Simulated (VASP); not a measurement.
# Mo (P6_3/mmc) in VASP: a series of runs

Runs on Mo. Level: revPBE. Tasks: single point.

Everything below comes from runs of VASP 6.6.1. Logs are shortened: lines on timing, memory, paths and dates and some standing lists are left out, and cuts for length are marked.

### Step 1. The cell of the first run

The structure is hexagonal, space group P6_3/mmc (No. 194). The conventional cell has a = 2.730 Å, b = 2.730 Å, c = 4.843 Å, α = 90.00°, β = 90.00°, γ = 120.00°. Mo (site symmetry -6m2) has 12 Mo at 2.73 to 2.89 Å within 3.6 Å.

This isn't the form of Mo at room conditions, which is bcc.

### Step 2. Single point, revPBE (15.63 Å³/atom)

File INCAR:

```
SYSTEM = Mo
  ALGO = Normal
  EDIFF = 1E-7
  ENCUT = 520
  GGA = RE
  ISIF = 2
  ISMEAR = -1
  LASPH = .True.
  LCHARG = .True.
  LELF = .True.
  LREAL = .False.
  LVHAR = .True.
  LWAVE = .False.
  NBANDS = 21
  NELM = 100
  PREC = Accurate
  SIGMA = 0.1
```

File KPOINTS:

```
k-points
0
Gamma
  15 15 7
  0 0 0
```

File POSCAR:

```
Mo
1.0
    2.7303881875      0.0000000000      0.0000000000
   -1.3651940937      2.3645855325      0.0000000000
    0.0000000000      0.0000000000      4.8425520439
Mo
2
Direct
    0.3333333333      0.6666666667      0.2500000000
    0.6666666667      0.3333333333      0.7500000000
```

Potentials or basis: VASP PAW PBE potentials, release 64 (Mo_sv).

The run is started by

```console
$ cat potpaw_PBE.64/Mo_sv/POTCAR > POTCAR
$ mpirun -np 1 vasp_std > vasp.out
```

OUTCAR:

```text
SYSTEM = Mo
   EDIFF = 1E-7
   ENCUT = 520
   GGA = RE
   ISIF = 2
   ISMEAR = -1
   LASPH = .True.
   LREAL = .False.
   NELM = 100
   PREC = Accurate

 ion  position               nearest neighbor table
   1  0.333  0.667  0.250-   2 2.89   2 2.89   2 2.89   2 2.89   2 2.89   2 2.89
   2  0.667  0.333  0.750-   1 2.89   1 2.89   1 2.89   1 2.89   1 2.89   1 2.89

  LATTYP: Found a hexagonal cell.
 ALAT       =     2.7303881875
 C/A-ratio  =     1.7735763970

  Lattice vectors:

 A1 = (   2.7303881875,   0.0000000000,   0.0000000000)
 A2 = (  -1.3651940937,   2.3645855325,   0.0000000000)
 A3 = (   0.0000000000,   0.0000000000,   4.8425520439)

Analysis of symmetry for initial positions (statically):
=====================================================================
 Subroutine PRICEL returns:
 Original cell was already a primitive cell.

 Routine SETGRP: Setting up the symmetry group for a
 hexagonal supercell.

 Subroutine GETGRP returns: Found 24 space group operations
 (whereof 12 operations were pure point group operations)
 out of a pool of 24 trial point group operations.

The static configuration has the point symmetry D_3d.
 The point group associated with its full space group is D_6h.

Analysis of symmetry for dynamics (positions and initial velocities):
=====================================================================
 Subroutine PRICEL returns:
 Original cell was already a primitive cell.

 Routine SETGRP: Setting up the symmetry group for a
 hexagonal supercell.

 Subroutine GETGRP returns: Found 24 space group operations
 (whereof 12 operations were pure point group operations)
 out of a pool of 24 trial point group operations.

The dynamic configuration has the point symmetry D_3d.
 The point group associated with its full space group is D_6h.

 Subroutine INISYM returns: Found 24 space group operations
 (whereof 12 operations are pure point group operations),
 and found     1 'primitive' translations

----------------------------------------------------------------------------------------

                                     Primitive cell

  volume of cell :      31.2647

  direct lattice vectors                    reciprocal lattice vectors
     2.730388188  0.000000000  0.000000000     0.366248288  0.211453548  0.000000000
    -1.365194094  2.364585533  0.000000000     0.000000000  0.422907096  0.000000000
     0.000000000  0.000000000  4.842552044     0.000000000  0.000000000  0.206502685

  length of vectors
     2.730388188  2.730388187  4.842552044     0.422907096  0.422907096  0.206502685

  position of ions in fractional coordinates (direct lattice)
     0.333333333  0.666666667  0.250000000
     0.666666667  0.333333333  0.750000000

  ion indices of the primitive-cell ions
   primitive index   ion index
                 1           1
                 2           2

----------------------------------------------------------------------------------------

 KPOINTS: k-points

Automatic generation of k-mesh.
 Grid dimensions read from file:
 generate k-points for:   15   15    7

 Generating k-lattice:

  Cartesian coordinates                     Fractional coordinates (reciprocal lattice)
     0.024416553  0.014096903  0.000000000     0.066666667  0.000000000  0.000000000
     0.000000000  0.028193806  0.000000000     0.000000000  0.066666667  0.000000000
     0.000000000  0.000000000  0.029500384     0.000000000  0.000000000  0.142857143

  Length of vectors
     0.028193806  0.028193806  0.029500384

  Shift w.r.t. Gamma in fractional coordinates (k-lattice)
     0.000000000  0.000000000  0.000000000

 Subroutine IBZKPT returns following result:
 ===========================================

 Found    108 irreducible k-points:

 Following reciprocal coordinates:
            Coordinates               Weight
  0.000000  0.000000  0.000000      1.000000
  0.066667  0.000000  0.000000      6.000000
  0.133333  0.000000  0.000000      6.000000
  0.200000  0.000000  0.000000      6.000000
  0.266667  0.000000  0.000000      6.000000
  0.333333  0.000000  0.000000      6.000000
[... 16 lines left out ...]
  0.333333  0.200000  0.000000     12.000000
  0.400000  0.200000  0.000000      6.000000
 [... further k-points ...]
   k-points           NKPTS =    108   k-points in BZ     NKDIM =    108   number of bands    NBANDS=     21
   number of dos      NEDOS =    301   number of ions     NIONS =      2
   total plane-waves  NPLWV =  14400
   dimension x,y,z NGX =    20 NGY =   20 NGZ =   36
   dimension x,y,z NGXF=    40 NGYF=   40 NGZF=   72
   ions per type =               2
   NGX,Y,Z   is equivalent  to a cutoff of  12.18, 12.18, 12.36 a.u.
   NGXF,Y,Z  is equivalent  to a cutoff of  24.35, 24.35, 24.72 a.u.
 SYSTEM =  Mo
   PREC   = accura    normal or accurate (medium, high low for compatibility)
   ISTART =      0    job   : 0-new  1-cont  2-samecut
   ICHARG =      2    charge: 1-file 2-atom 10-const
   ISPIN  =      1    spin polarized calculation?
   LNONCOLLINEAR =      F non collinear calculations
   LSORBIT =      F    spin-orbit coupling
   LASPH  =      T    aspherical Exc in radial PAW
   ENCUT  =  520.0 eV  38.22 Ry    6.18 a.u.   5.08  5.08  9.00*2*pi/ulx,y,z
   NELM   =    100;   NELMIN=  2; NELMDL= -5     # of ELM steps
   EDIFF  = 0.1E-06   stopping-criterion for ELM
   LREAL  =      F    real-space projection
   EDIFFG = 0.1E-05   stopping-criterion for IOM
   NSW    =      0    number of steps for IOM
   IBRION =     -1    ionic relax: 0-MD 1-quasi-New 2-CG
   NFREE  =      0    steps in history (QN), initial steepest desc. (CG)
   ISIF   =      2    stress and relaxation
   ISYM   =      2    0-nonsym 1-usesym 2-fastsym
   POTIM  = 0.5000    time-step for ionic-motion
   TEBEG  =    0.0;   TEEND  =   0.0 temperature during run
   PSTRESS=    0.0 pullay stress
   NELECT =      28.0000    total number of electrons
   NUPDOWN=      -1.0000    fix difference up-down
   EMIN   =  10.00;   EMAX   =-10.00  energy-range for DOS
   EFERMI =   0.00;   METHOD = LEGACY
   ISMEAR =    -1;   SIGMA  =   0.10  broadening in eV -4-tet -1-fermi 0-gaus
   EFERMI_NEDOS =   21; number of points for ismear=-14 and -15
   IALGO  =     38    algorithm
   IMIX   =      4    mixing-type and parameters
     AMIX     =   0.40;   BMIX     =  1.00
     AMIX_MAG =   1.60;   BMIX_MAG =  1.00
  volume/ion in A,a.u.               =      15.63       105.49
  Fermi-wavevector in a.u.,A,eV,Ry     =   1.578009  2.982005 33.880056  2.490114
  Thomas-Fermi vector in A             =   2.678605
   LORBIT       =      0    0 simple, 1 ext, 2 COOP (PROOUT), +10 PAW based schemes
   GGA     = RE    functional components
   LHFCALC =     F    Hartree Fock is set to
   AEXX    =    0.0000 exact exchange contribution
   IVDW    =     0    specifies the selected vdW correction
   LEPSILON=     F    determine dielectric tensor
   LRPA    =     F    only Hartree local field effects (RPA)
 non-spin polarized calculation
  energy-cutoff  :      520.00
  volume of cell :       31.26
 maximum number of plane-waves:       859
   NGX = 11   NGY = 11   NGZ = 19

 number of electron      27.9999999 magnetization

 Free energy of the ion-electron system (eV)
  ---------------------------------------------------
  ext. energy  EPLUGINS =         0.00000000
  ---------------------------------------------------
  free energy    TOTEN  =       -20.09993023 eV

  energy without entropy =      -20.01759656  energy(sigma->0) =      -20.05876340

 E-fermi :  12.3486     XC(G=0): -13.3186

 val. band max:       12.3454886352   @ k =   0.4000  -0.0000   0.2857
 cond. band min:      12.3573085395   @ k =   0.4667   0.0667   0.1429
 fundamental gap:      0.0118199043
 Fermi energy:        12.3485656255

 k-point     1 :       0.0000    0.0000    0.0000
  band No.  band energies     occupation
      1     -48.5107      2.00000
      2     -48.3333      2.00000
      3     -23.1273      2.00000
      4     -21.9720      2.00000
      5     -21.8017      2.00000
      6     -21.8017      2.00000
[... 13 lines left out ...]
     20      15.8305      0.00000
     21      22.3929      0.00000

 k-point     2 :       0.0667    0.0000    0.0000
  band No.  band energies     occupation
      1     -48.4994      2.00000
      2     -48.3254      2.00000
      3     -23.1075      2.00000
      4     -21.9744      2.00000
      5     -21.8640      2.00000
      6     -21.8188      2.00000
[... 13 lines left out ...]
     20      16.4819      0.00000
     21      22.3660      0.00000

 k-point     3 :       0.1333    0.0000    0.0000
  band No.  band energies     occupation
      1     -48.4674      2.00000
      2     -48.3032      2.00000
      3     -23.0500      2.00000
      4     -22.0391      2.00000
      5     -21.9824      2.00000
      6     -21.9248      2.00000
[... 13 lines left out ...]
     20      17.7484      0.00000
     21      22.2631      0.00000

 k-point     4 :       0.2000    0.0000    0.0000
  band No.  band energies     occupation
      1     -48.4193      2.00000
      2     -48.2710      2.00000
      3     -22.9606      2.00000
      4     -22.2939      2.00000
      5     -22.1748      2.00000
      6     -21.9984      2.00000
[... 13 lines left out ...]
     20      19.1471      0.00000
     21      22.0711      0.00000

 k-point     5 :       0.2667    0.0000    0.0000
  band No.  band energies     occupation
      1     -48.3622      2.00000
      2     -48.2350      2.00000
      3     -22.8487      2.00000
      4     -22.5819      2.00000
      5     -22.4519      2.00000
      6     -22.0253      2.00000
[... 13 lines left out ...]
     20      20.5236      0.00000
     21      21.8453      0.00000

 k-point     6 :       0.3333    0.0000    0.0000
  band No.  band energies     occupation
      1     -48.3051      2.00000
      2     -48.2024      2.00000
      3     -22.8521      2.00000
      4     -22.7274      2.00000
      5     -22.7084      2.00000
      6     -22.0794      2.00000
[... 13 lines left out ...]
     20      21.6870      0.00000
     21      21.7646      0.00000

 k-point     7 :       0.4000   -0.0000    0.0000
  band No.  band energies     occupation
      1     -48.2573      2.00000
      2     -48.1794      2.00000
      3     -23.0597      2.00000
      4     -22.9038      2.00000
      5     -22.6143      2.00000
      6     -22.1333      2.00000
[... 13 lines left out ...]
     20      21.4166      0.00000
     21      22.7407      0.00000
[... 291 lines left out ...]
      1     -48.2150      2.00000
      2     -48.1644      2.00000
      3     -23.1025      2.00000
      4     -22.9444      2.00000
      5     -22.4994      2.00000
      6     -22.3041      2.00000
[... 13 lines left out ...]
     20      21.2651      0.00000
     21      24.1648      0.00000

 k-point    21 :       0.2000    0.2000    0.0000
  band No.  band energies     occupation
      1     -48.2910      2.00000
      2     -48.1948      2.00000
      3     -22.7418      2.00000
      4     -22.7178      2.00000
      5     -22.6968      2.00000
      6     -22.1863      2.00000
[... 13 lines left out ...]
     20      22.2239      0.00000
     21      22.6110      0.00000

 k-point    22 :       0.2667    0.2000    0.0000
  band No.  band energies     occupation
      1     -48.2454      2.00000
      2     -48.1738      2.00000
      3     -22.8936      2.00000
      4     -22.8123      2.00000
      5     -22.5859      2.00000
      6     -22.3148      2.00000
[... 13 lines left out ...]
     20      22.9158      0.00000
     21      23.8436      0.00000

 k-point    23 :       0.3333    0.2000    0.0000
  band No.  band energies     occupation
      1     -48.2108      2.00000
      2     -48.1630      2.00000
      3     -22.9952      2.00000
      4     -22.8603      2.00000
      5     -22.4882      2.00000
      6     -22.4189      2.00000
[... 13 lines left out ...]
     20      22.0164      0.00000
     21      23.4601      0.00000

 k-point    24 :       0.4000    0.2000    0.0000
  band No.  band energies     occupation
      1     -48.1967      2.00000
      2     -48.1609      2.00000
      3     -23.0305      2.00000
      4     -22.8738      2.00000
      5     -22.4596      2.00000
      6     -22.4418      2.00000
[... 13 lines left out ...]
     20      21.2978      0.00000
     21      23.0087      0.00000

 [... further k-points ...]

------------------------ aborting loop because EDIFF is reached ----------------------------------------

  FORCE on cell =-STRESS in cart. coord.  units (eV):
  Direction    XX          YY          ZZ          XY          YZ          ZX
  --------------------------------------------------------------------------------------
  -------------------------------------------------------------------------------------
  Total        2.2108092      2.2108092      1.8680076      0.0000000      0.0000000      0.0000000
  in kB      113.2943166    113.2943166     95.7272296      0.0000000      0.0000000      0.0000000
  external PRESSURE =     107.4386209 kB  Pullay stress =       0.0000000 kB

 VOLUME and BASIS-vectors are now :
 -----------------------------------------------------------------------------
  energy-cutoff  :      520.00
  volume of cell :       31.26
      direct lattice vectors                 reciprocal lattice vectors
     2.730388188  0.000000000  0.000000000     0.366248288  0.211453548  0.000000000
    -1.365194094  2.364585533  0.000000000     0.000000000  0.422907096  0.000000000
     0.000000000  0.000000000  4.842552044     0.000000000  0.000000000  0.206502685

 POSITION                                       TOTAL-FORCE (eV/Angst)
 -----------------------------------------------------------------------------------
     -0.00000      1.57639      1.21064         0.000000     -0.000000      0.000000
      1.36519      0.78820      3.63191        -0.000000      0.000000      0.000000
 -----------------------------------------------------------------------------------
    total drift:                               -0.000000      0.000000     -0.000000

  FREE ENERGIE OF THE ION-ELECTRON SYSTEM (eV)
  ---------------------------------------------------
  free  energy   TOTEN  =       -20.0999302309 eV

  energy  without entropy=      -20.0175965634  energy(sigma->0) =      -20.05876340
```

It took 38 s on 1 thread of Intel Xeon Platinum 8488C (Sapphire Rapids), shared host; peak memory 0.18 GiB.

What came out:

```yaml
Free_energy: -20.0999 eV
Pressure: 10.7 GPa
Band_gap_on_the_k_mesh: zero (bands 14 and 15 overlap by 1.77 eV)
```

Caveat: the cell stands under pressure; the PAW data sets were made with another functional, which shifts forces and pressure a little.

### Step 3. Single point, revPBE (16.28 Å³/atom)

This run uses another cell than the first one, of 16.28 Å³/atom.

File INCAR:

```
ALGO = Normal
EDIFF = 1E-6
ENCUT = 520
GGA = RE
ISIF = 2
ISMEAR = -1
LASPH = True
LCHARG = True
LELF = True
LREAL = False
LVHAR = True
LWAVE = False
NBANDS = 21
NELM = 60
PREC = Accurate
SIGMA = 0.1
```

File KPOINTS:

```
k-points
0
Gamma
  15 15 7
```

File POSCAR:

```
Mo
1.0
    2.7677954138      0.0000000000      0.0000000000
   -1.3838977069      2.3969811408      0.0000000000
    0.0000000000      0.0000000000      4.9088966175
Mo
2
Direct
    0.3333333333      0.6666666667      0.2500000000
    0.6666666667      0.3333333333      0.7500000000
```

Potentials or basis: VASP PAW PBE potentials, release 64 (Mo_sv).

The run is started by

```console
$ cat potpaw_PBE.64/Mo_sv/POTCAR > POTCAR
$ mpirun -np 1 vasp_std > vasp.out
```

Run time: 45 s. Hardware: 1 thread of Intel Xeon Platinum 8488C (Sapphire Rapids), shared host; peak memory 0.2 GiB.

It converged, with:

```
Free energy            : -20.1445 eV
Pressure               : 0.4 GPa
Band gap on the k mesh : zero (bands 14 and 15 overlap by 1.67 eV)
```

Levels at points of the mesh, in eV from the Fermi level:
| k point | band 12 | band 13 | band 14 | band 15 | band 16 | band 17 |
| --- | --- | --- | --- | --- | --- | --- |
| (0.00, 0.00, 0.00) | -0.63 | -0.63 | -0.14 | -0.14 | 0.58 | 1.42 |

Caveat: the PAW data sets were made with another functional, which shifts forces and pressure a little.
